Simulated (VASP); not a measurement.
# Cd (Pm-3m) in VASP: single point with PBEsol

Aim: the single point of Cd with PBEsol.

All numbers are computed with VASP 6.6.1; they aren't measurements. Logs are shortened: lines on timing, memory, paths and dates and some standing lists are left out, and cuts for length are marked.

## (1) The cell of the first run

The structure is cubic, space group Pm-3m (No. 221). Conventional cell: a = 2.906 Å, b = 2.906 Å, c = 2.906 Å, α = 90.00°, β = 90.00°, γ = 90.00°. Cd (site symmetry m-3m) has 6 Cd at 2.91 Å within 3.8 Å.

## (2) Single point, PBEsol

INCAR reads:

```
PREC = Accurate
ENCUT = 520
EDIFF = 1E-6
ISMEAR = -1
SIGMA = 0.13605693000000002
LREAL = F
LASPH = T
NELM = 60
ALGO = Normal
ISIF = 2
LWAVE = F
LCHARG = F
GGA = PS
NBANDS = 12
```

KPOINTS reads:

```
regular mesh
0
Gamma
  11 11 11
```

POSCAR reads:

```
Cd
1.0
    2.9056568142      0.0000000000      0.0000000000
    0.0000000000      2.9056568142      0.0000000000
    0.0000000000      0.0000000000      2.9056568142
Cd
1
Direct
    0.0000000000      0.0000000000      0.0000000000
```

Potentials or basis: VASP PAW PBE potentials, release 64 (Cd).

The run is started by

```bash
cat potpaw_PBE.64/Cd/POTCAR > POTCAR
mpirun -np 1 vasp_std > vasp.out
```

OUTCAR:

```text
PREC = Accurate
   ENCUT = 520
   EDIFF = 1E-6
   ISMEAR = -1
   LREAL = F
   LASPH = T
   NELM = 60
   ISIF = 2
   GGA = PS

 ion  position               nearest neighbor table
   1  0.000  0.000  0.000-

  LATTYP: Found a simple cubic cell.
 ALAT       =     2.9056568142

  Lattice vectors:

 A1 = (   2.9056568142,   0.0000000000,   0.0000000000)
 A2 = (   0.0000000000,   2.9056568142,   0.0000000000)
 A3 = (   0.0000000000,   0.0000000000,   2.9056568142)

Analysis of symmetry for initial positions (statically):
=====================================================================
 Subroutine PRICEL returns:
 Original cell was already a primitive cell.

 Routine SETGRP: Setting up the symmetry group for a
 simple cubic supercell.

 Subroutine GETGRP returns: Found 48 space group operations
 (whereof 48 operations were pure point group operations)
 out of a pool of 48 trial point group operations.

The static configuration has the point symmetry O_h .

Analysis of symmetry for dynamics (positions and initial velocities):
=====================================================================
 Subroutine PRICEL returns:
 Original cell was already a primitive cell.

 Routine SETGRP: Setting up the symmetry group for a
 simple cubic supercell.

 Subroutine GETGRP returns: Found 48 space group operations
 (whereof 48 operations were pure point group operations)
 out of a pool of 48 trial point group operations.

The dynamic configuration has the point symmetry O_h .

 Subroutine INISYM returns: Found 48 space group operations
 (whereof 48 operations are pure point group operations),
 and found     1 'primitive' translations

----------------------------------------------------------------------------------------

                                     Primitive cell

  volume of cell :      24.5320

  direct lattice vectors                    reciprocal lattice vectors
     2.905656814  0.000000000  0.000000000     0.344156266  0.000000000  0.000000000
     0.000000000  2.905656814  0.000000000     0.000000000  0.344156266  0.000000000
     0.000000000  0.000000000  2.905656814     0.000000000  0.000000000  0.344156266

  length of vectors
     2.905656814  2.905656814  2.905656814     0.344156266  0.344156266  0.344156266

  position of ions in fractional coordinates (direct lattice)
     0.000000000  0.000000000  0.000000000

  ion indices of the primitive-cell ions
   primitive index   ion index
                 1           1

----------------------------------------------------------------------------------------

 KPOINTS: regular mesh

Automatic generation of k-mesh.
 Grid dimensions read from file:
 generate k-points for:   11   11   11

 Generating k-lattice:

  Cartesian coordinates                     Fractional coordinates (reciprocal lattice)
     0.031286933  0.000000000  0.000000000     0.090909091  0.000000000  0.000000000
     0.000000000  0.031286933  0.000000000     0.000000000  0.090909091  0.000000000
     0.000000000  0.000000000  0.031286933     0.000000000  0.000000000  0.090909091

  Length of vectors
     0.031286933  0.031286933  0.031286933

  Shift w.r.t. Gamma in fractional coordinates (k-lattice)
     0.000000000  0.000000000  0.000000000

 Subroutine IBZKPT returns following result:
 ===========================================

 Found     56 irreducible k-points:

 Following reciprocal coordinates:
            Coordinates               Weight
  0.000000  0.000000  0.000000      1.000000
  0.090909  0.000000  0.000000      6.000000
  0.181818  0.000000  0.000000      6.000000
  0.272727  0.000000  0.000000      6.000000
  0.363636  0.000000  0.000000      6.000000
  0.454545  0.000000  0.000000      6.000000
[... 16 lines left out ...]
  0.181818  0.090909  0.090909     24.000000
  0.272727  0.090909  0.090909     24.000000
 [... further k-points ...]
   k-points           NKPTS =     56   k-points in BZ     NKDIM =     56   number of bands    NBANDS=     12
   number of dos      NEDOS =    301   number of ions     NIONS =      1
   total plane-waves  NPLWV =  13824
   dimension x,y,z NGX =    24 NGY =   24 NGZ =   24
   dimension x,y,z NGXF=    48 NGYF=   48 NGZF=   48
   ions per type =               1
   NGX,Y,Z   is equivalent  to a cutoff of  13.73, 13.73, 13.73 a.u.
   NGXF,Y,Z  is equivalent  to a cutoff of  27.46, 27.46, 27.46 a.u.
 SYSTEM =  unknown system
   PREC   = accura    normal or accurate (medium, high low for compatibility)
   ISTART =      0    job   : 0-new  1-cont  2-samecut
   ICHARG =      2    charge: 1-file 2-atom 10-const
   ISPIN  =      1    spin polarized calculation?
   LNONCOLLINEAR =      F non collinear calculations
   LSORBIT =      F    spin-orbit coupling
   LASPH  =      T    aspherical Exc in radial PAW
   ENCUT  =  520.0 eV  38.22 Ry    6.18 a.u.   5.40  5.40  5.40*2*pi/ulx,y,z
   NELM   =     60;   NELMIN=  2; NELMDL= -5     # of ELM steps
   EDIFF  = 0.1E-05   stopping-criterion for ELM
   LREAL  =      F    real-space projection
   EDIFFG = 0.1E-04   stopping-criterion for IOM
   NSW    =      0    number of steps for IOM
   IBRION =     -1    ionic relax: 0-MD 1-quasi-New 2-CG
   NFREE  =      0    steps in history (QN), initial steepest desc. (CG)
   ISIF   =      2    stress and relaxation
   ISYM   =      2    0-nonsym 1-usesym 2-fastsym
   POTIM  = 0.5000    time-step for ionic-motion
   TEBEG  =    0.0;   TEEND  =   0.0 temperature during run
   PSTRESS=    0.0 pullay stress
   NELECT =      12.0000    total number of electrons
   NUPDOWN=      -1.0000    fix difference up-down
   EMIN   =  10.00;   EMAX   =-10.00  energy-range for DOS
   EFERMI =   0.00;   METHOD = LEGACY
   ISMEAR =    -1;   SIGMA  =   0.14  broadening in eV -4-tet -1-fermi 0-gaus
   EFERMI_NEDOS =   21; number of points for ismear=-14 and -15
   IALGO  =     38    algorithm
   IMIX   =      4    mixing-type and parameters
     AMIX     =   0.40;   BMIX     =  1.00
     AMIX_MAG =   1.60;   BMIX_MAG =  1.00
  volume/ion in A,a.u.               =      24.53       165.55
  Fermi-wavevector in a.u.,A,eV,Ry     =   1.289905  2.437566 22.638107  1.663854
  Thomas-Fermi vector in A             =   2.421769
   LORBIT       =      0    0 simple, 1 ext, 2 COOP (PROOUT), +10 PAW based schemes
   GGA     = PS    functional components
   LHFCALC =     F    Hartree Fock is set to
   AEXX    =    0.0000 exact exchange contribution
   IVDW    =     0    specifies the selected vdW correction
   LEPSILON=     F    determine dielectric tensor
   LRPA    =     F    only Hartree local field effects (RPA)
 non-spin polarized calculation
  energy-cutoff  :      520.00
  volume of cell :       24.53
 maximum number of plane-waves:       691
 NGX is ok and might be reduce to    24
   NGX = 11   NGY = 11   NGZ = 11

 number of electron      11.9999993 magnetization

 Free energy of the ion-electron system (eV)
  ---------------------------------------------------
  ext. energy  EPLUGINS =         0.00000000
  ---------------------------------------------------
  free energy    TOTEN  =        -1.03160554 eV

  energy without entropy =       -1.00833304  energy(sigma->0) =       -1.01996929

 E-fermi :   1.7765     XC(G=0): -10.4768

 val. band max:        1.6876337259   @ k =   0.4545   0.2727   0.0000
 cond. band min:       1.8676096101   @ k =   0.4545   0.2727   0.0909
 fundamental gap:      0.1799758842
 Fermi energy:         1.7764930341

 k-point     1 :       0.0000    0.0000    0.0000
  band No.  band energies     occupation
      1      -7.9193      2.00000
      2      -7.9193      2.00000
      3      -6.3267      2.00000
      4      -6.3267      2.00000
      5      -6.3267      2.00000
      6      -6.2166      2.00000
      7      12.0564      0.00000
      8      12.0564      0.00000
      9      12.0564      0.00000
     10      15.7520      0.00000
     11      15.7520      0.00000
     12      16.6372      0.00000

 k-point     2 :       0.0909    0.0000    0.0000
  band No.  band energies     occupation
      1      -7.9085      2.00000
      2      -7.8470      2.00000
      3      -6.3662      2.00000
      4      -6.3662      2.00000
      5      -6.3233      2.00000
      6      -6.0527      2.00000
      7      10.2991      0.00000
      8      12.2643      0.00000
      9      12.2643      0.00000
     10      15.7984      0.00000
     11      16.2931      0.00000
     12      18.1309      0.00000

 k-point     3 :       0.1818    0.0000    0.0000
  band No.  band energies     occupation
      1      -7.8796      2.00000
      2      -7.6715      2.00000
      3      -6.4706      2.00000
      4      -6.4706      2.00000
      5      -6.3144      2.00000
      6      -5.5351      2.00000
      7       7.5914      0.00000
      8      12.8672      0.00000
      9      12.8672      0.00000
     10      15.9370      0.00000
     11      16.5174      0.00000
     12      21.4238      0.00000

 k-point     4 :       0.2727    0.0000    0.0000
  band No.  band energies     occupation
      1      -7.8414      2.00000
      2      -7.4733      2.00000
      3      -6.6038      2.00000
      4      -6.6038      2.00000
      5      -6.3027      2.00000
      6      -4.6266      2.00000
      7       4.9480      0.00000
      8      13.8034      0.00000
      9      13.8034      0.00000
     10      16.1611      0.00000
     11      16.7912      0.00000
     12      22.4671      0.00000

 k-point     5 :       0.3636    0.0000    0.0000
  band No.  band energies     occupation
      1      -7.8060      2.00000
      2      -7.3124      2.00000
      3      -6.7229      2.00000
      4      -6.7229      2.00000
      5      -6.2918      2.00000
      6      -3.3317      2.00000
      7       2.4954      0.01009
      8      14.9546      0.00000
      9      14.9546      0.00000
     10      16.4381      0.00000
     11      17.1070      0.00000
     12      21.1625      0.00000
[... 228 lines left out ...]
      1      -7.6588      2.00000
      2      -7.4304      2.00000
      3      -6.7199      2.00000
      4      -6.7181      2.00000
      5      -5.9628      2.00000
      6       1.9096      0.54636
      7       3.0458      0.00018
      8       4.7703      0.00000
      9       8.0065      0.00000
     10      19.9954      0.00000
     11      20.4427      0.00000
     12      20.7473      0.00000

 k-point    22 :       0.0909    0.0909    0.0909
  band No.  band energies     occupation
      1      -7.7899      2.00000
      2      -7.7899      2.00000
      3      -6.4387      2.00000
      4      -6.4001      2.00000
      5      -6.4001      2.00000
      6      -5.7046      2.00000
      7      10.5613      0.00000
      8      10.5613      0.00000
      9      10.8592      0.00000
     10      17.8409      0.00000
     11      17.8409      0.00000
     12      18.8154      0.00000

 k-point    23 :       0.1818    0.0909    0.0909
  band No.  band energies     occupation
      1      -7.7615      2.00000
      2      -7.5948      2.00000
      3      -6.5555      2.00000
      4      -6.5092      2.00000
      5      -6.3952      2.00000
      6      -5.1876      2.00000
      7       7.9178      0.00000
      8      11.0944      0.00000
      9      11.2911      0.00000
     10      17.9969      0.00000
     11      18.6220      0.00000
     12      21.3394      0.00000

 k-point    24 :       0.2727    0.0909    0.0909
  band No.  band energies     occupation
      1      -7.7236      2.00000
      2      -7.3711      2.00000
      3      -6.6974      2.00000
      4      -6.6486      2.00000
      5      -6.3809      2.00000
      6      -4.2954      2.00000
      7       5.2714      0.00000
      8      11.9274      0.00000
      9      12.1063      0.00000
     10      17.9845      0.00000
     11      18.6663      0.00000
     12      20.8904      0.00000

 [... further k-points ...]

------------------------ aborting loop because EDIFF is reached ----------------------------------------

  FORCE on cell =-STRESS in cart. coord.  units (eV):
  Direction    XX          YY          ZZ          XY          YZ          ZX
  --------------------------------------------------------------------------------------
  -------------------------------------------------------------------------------------
  Total        0.0403065      0.0403065      0.0403065      0.0000000      0.0000000      0.0000000
  in kB        2.6324022      2.6324022      2.6324022      0.0000000      0.0000000      0.0000000
  external PRESSURE =       2.6324022 kB  Pullay stress =       0.0000000 kB

 VOLUME and BASIS-vectors are now :
 -----------------------------------------------------------------------------
  energy-cutoff  :      520.00
  volume of cell :       24.53
      direct lattice vectors                 reciprocal lattice vectors
     2.905656814  0.000000000  0.000000000     0.344156266  0.000000000  0.000000000
     0.000000000  2.905656814  0.000000000     0.000000000  0.344156266  0.000000000
     0.000000000  0.000000000  2.905656814     0.000000000  0.000000000  0.344156266

 POSITION                                       TOTAL-FORCE (eV/Angst)
 -----------------------------------------------------------------------------------
      0.00000      0.00000      0.00000         0.000000      0.000000      0.000000
 -----------------------------------------------------------------------------------
    total drift:                                0.000000      0.000000     -0.000000

  FREE ENERGIE OF THE ION-ELECTRON SYSTEM (eV)
  ---------------------------------------------------
  free  energy   TOTEN  =        -1.0316055389 eV

  energy  without entropy=       -1.0083330427  energy(sigma->0) =       -1.01996929
```

Wall time 18 s (1 thread of AMD EPYC 7R43 (Zen 3), shared host); peak memory 0.11 GiB.

What came out:

```
Free energy            : -1.0316 eV
Pressure               : 0.3 GPa
Band gap on the k mesh : zero (band 6 reaches 5.46 eV, above the bottom of band 7 at 0.28 eV)
```

Caveat: the PAW data sets were made with another functional, which shifts forces and pressure a little.
